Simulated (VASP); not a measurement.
Set up this calculation in VASP 6.6.1, as the native input.

```yaml
Task: single point
Functional: PBE
Potentials_or_basis: VASP PAW PBE potentials, release 64 (W_sv, C)
Cutoff: 520 eV
k_mesh: 18 × 18 × 16
Occupations: gaussian, width 0.15 eV
Spin: no spin polarisation
Dipole_correction: no
Further_INCAR_settings: ALGO = Normal; EDIFF = 1e-06; NBANDS = 16
```

The structure of WC lies in POSCAR:

```
WC
1.0
    2.7844813786      0.0000000000      0.0000000000
   -1.3922406893      2.4114316102      0.0000000000
    0.0000000000      0.0000000000      3.0553200000
W C
1 1
Direct
    0.0000000000      0.0000000000      0.0000000000
    0.6666666667      0.3333333333      0.5000000000
```

This cell differs from its parent crystal: strain -0.040 along x and y, +0.080 along z.

The input as run:

INCAR

```
SYSTEM = WC
PREC = Accurate
ENCUT = 520
EDIFF = 1E-6
ISMEAR = 0
SIGMA = 0.15
LREAL = .FALSE.
LASPH = .TRUE.
NELM = 100
ALGO = Normal
ISIF = 2
LWAVE = .FALSE.
LCHARG = .TRUE.
GGA = PE
LELF = .TRUE.
LVHAR = .TRUE.
NBANDS = 16
```

KPOINTS

```
Automatic mesh
0
G
  18 18 16
  0 0 0
```

Potentials or basis: VASP PAW PBE potentials, release 64 (W_sv, C).

The run is started by

```sh
$ cat potpaw_PBE.64/W_sv/POTCAR potpaw_PBE.64/C/POTCAR > POTCAR
$ mpirun -np 1 vasp_std > vasp.out
```

Results of the run:

The pressure is 10.8 GPa and the band gap on the k mesh is zero (band 9 reaches 11.69 eV, above the bottom of band 10 at 10.57 eV).

Caveat: the cell differs from its parent crystal (strain -0.040 along x and y, +0.080 along z); spin-orbit coupling is left out, which moves the levels of the heavy elements.

Wall time 61 s on 1 thread of Intel(R) Xeon(R) Platinum 8488C (Sapphire Rapids), with other jobs on the host, peak memory 0.23 GiB.
